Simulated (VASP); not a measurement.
# V: single point with PBEsol

V:

```xyz
1
Lattice="-1.5073 1.5130 1.5073 1.5187 -1.5130 1.5187 1.5073 1.5130 -1.5073" Properties=species:S:1:pos:R:3 pbc="T T T"
V     0.0000    0.0000    0.0000
```

This cell differs from its parent crystal: strain +0.0075 x Voigt [0, 0, 0, 0, 1, 0].

- Program: VASP 6.6.1
- Task: single point
- Functional: PBEsol
- Potentials or basis: VASP PAW PBE potentials, release 64 (V_sv)
- Cutoff: 520 eV
- k mesh: 22 × 22 × 22
- Occupations: gaussian, width 0.15 eV
- Spin: no spin polarisation

The pressure is -11.4 GPa and the band gap on the k mesh is zero (an odd number of electrons rules out a gap without spin polarisation).

Stress tensor (GPa, compression positive):
```
-11.42   0.00  -0.13
  0.00 -11.41   0.00
 -0.13   0.00 -11.42
```

Levels at points of the mesh, in eV from the Fermi level:
```
           k point  band 4  band 5  band 6  band 7  band 8  band 9  band 10  band 11
(0.00, 0.00, 0.00)  -36.95   -6.54    0.36    0.40    0.44    2.33     2.34    20.18
(0.50, 0.00, 0.00)  -36.97   -3.10   -1.09    1.54    2.33    2.68     3.98     9.82
(0.00, 0.50, 0.00)  -36.96   -3.10   -1.10    1.48    2.35    2.70     3.96     9.75
(0.50, 0.00, 0.50)  -36.97   -3.09   -1.07    1.61    2.31    2.65     4.01     9.89
(0.50, 0.50, 0.50)  -37.52   -2.88   -2.88    3.57    3.61    3.64     9.89     9.91
```

Run time: 4.6 min on 1 thread of AMD EPYC 7R13 (shared host), peak memory 0.31 GiB.

Caveat: the cell differs from its parent crystal (strain +0.0075 x Voigt [0, 0, 0, 0, 1, 0]); the cell stands under tension; the PAW data sets were made with another functional, which shifts forces and pressure a little.
